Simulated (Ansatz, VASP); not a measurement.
**One calculation of C, two programs**

INCAR

```
SYSTEM = C
ALGO = Normal
EDIFF = 1E-6
ENCUT = 600
GGA = PE
GGA_COMPAT = .False.
ISIF = 2
ISMEAR = 0
IVDW = 12
LASPH = .True.
LCHARG = .True.
LELF = .True.
LREAL = .False.
LVHAR = .True.
LWAVE = .False.
NBANDS = 16
NELM = 120
PREC = Accurate
SIGMA = 0.15
```

KPOINTS

```
k-points
0
Gamma
  21 21 8
  0 0 0
```

The input POSCAR:

```
C
1.0
    2.4515665020      0.0000000000      0.0000000000
   -1.2257832510      2.1231188698      0.0000000000
    0.0000000000      0.0000000000      6.4061884263
C
4
Direct
    0.0000000000      0.0000000000      0.0025000000
    0.0000000000      0.0000000000      0.5025000000
    0.3333333333      0.6666666667      0.0025000000
    0.6666666667      0.3333333333      0.5025000000
```

Input for Ansatz:

```yaml
crystal:
  lattice:
    - [2.451566502, 0.0, 0.0]
    - [-1.225783251, 2.1231188698, 0.0]
    - [0.0, 0.0, 6.4061884263]
  atoms:
    - { symbol: C, position: [0.0, 0.0, 0.0025] }
    - { symbol: C, position: [0.0, 0.0, 0.5025] }
    - { symbol: C, position: [0.3333333333, 0.6666666667, 0.0025] }
    - { symbol: C, position: [0.6666666667, 0.3333333333, 0.5025] }
basis:
  ecutwfc: 520.0
kpoints:
  mp_grid: { grid: [21, 21, 8] }
hamiltonian:
  xc: pbe
  pseudopotentials: { kind: paw, azcp: { folder: soft_1 } }
  dispersion: d3bj
scf:
  occupations: { method: gaussian, width: 0.15 }
output:
  forces: true
  stress: true
  eigenvalues: true
```

Alike in both runs: task single point; functional PBE; dispersion D3(BJ); k mesh 21 × 21 × 8; occupations gaussian, width 0.15 eV; no spin polarisation.

|  | VASP | Ansatz |
| --- | --- | --- |
| version | VASP 6.6.1 | Ansatz 0.2.0 |
| potentials or method | VASP PAW PBE potentials, release 64 (C), cutoff 600 eV | scalar-relativistic, plane waves, PAW |
| valence electrons in the cell | 16 | 16 |

|  | VASP | Ansatz | Ansatz less VASP |
| --- | --- | --- | --- |
| gap on the k mesh at the Fermi level (eV) | none | none | - |
| pressure (GPa) | 5.8 | 5.8 | -0.01 |
| traceless stress, the component that is largest in VASP (GPa) | -3.89 | -3.51 | +0.379 |

A gap of «none» marks a metal or a gap that the smearing closes.
